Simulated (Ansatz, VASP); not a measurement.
# One calculation of Bi2Te3, two programs

```xyz
15
Lattice="-4.3808 0.0000 0.0000 -2.1904 -3.7939 0.0000 0.0000 0.0000 30.8233" Properties=species:S:1:pos:R:3 pbc="T T T"
Bi   -4.3808   -2.5293   17.1784
Bi   -4.3808    0.0000    7.0706
Bi   -2.1904   -1.2646   27.2862
Bi   -4.3808   -2.5293   23.2537
Bi   -4.3808    0.0000   13.1459
Bi   -2.1904   -1.2646    3.0381
Te   -4.3808   -2.5293    5.0544
Te   -2.1904   -3.7939   25.2699
Te   -2.1904   -1.2646   15.1622
Te   -4.3808   -2.5293   11.4225
Te   -4.3808    0.0000    1.3147
Te   -2.1904   -1.2646   21.5302
Te   -4.3808   -2.5293   29.0096
Te   -4.3808    0.0000   18.9018
Te   -2.1904   -1.2646    8.7941
```

Alike in both runs: task single point; functional PBEsol; k mesh 9 × 9 × 2; occupations gaussian, width 0.03 eV; no spin polarisation.

|  | VASP | Ansatz |
| --- | --- | --- |
| version | VASP 6.6.1 | Ansatz 0.2.0 |
| potentials or method | VASP PAW PBE potentials, release 64 (Bi_d, Te), cutoff 500 eV | scalar-relativistic, plane waves, PAW |
| valence electrons in the cell | 144 | 234 |

|  | VASP | Ansatz | Ansatz less VASP |
| --- | --- | --- | --- |
| gap on the k mesh at the Fermi level (eV) | 0.30 | 0.31 | +0.010 |
| least direct gap on the mesh (eV) | 0.30 | 0.31 | +0.010 |
| pressure (GPa) | -0.2 | -0.2 | -0.03 |
| traceless stress, the component that is largest in VASP (GPa) | -0.05 | -0.05 | -0.004 |
| rms of the force components (eV/Å) | 0.019 | 0.019 | -0.0005 |

VASP's potentials were made for PBE, not for PBEsol. Atom by atom the forces differ by 0.008 eV/Å (rms over components). VASP's potentials hold 144 valence electrons a cell and Ansatz's 234, so a difference there can come from the potentials and not from the codes.

Neither program's run includes spin-orbit coupling.
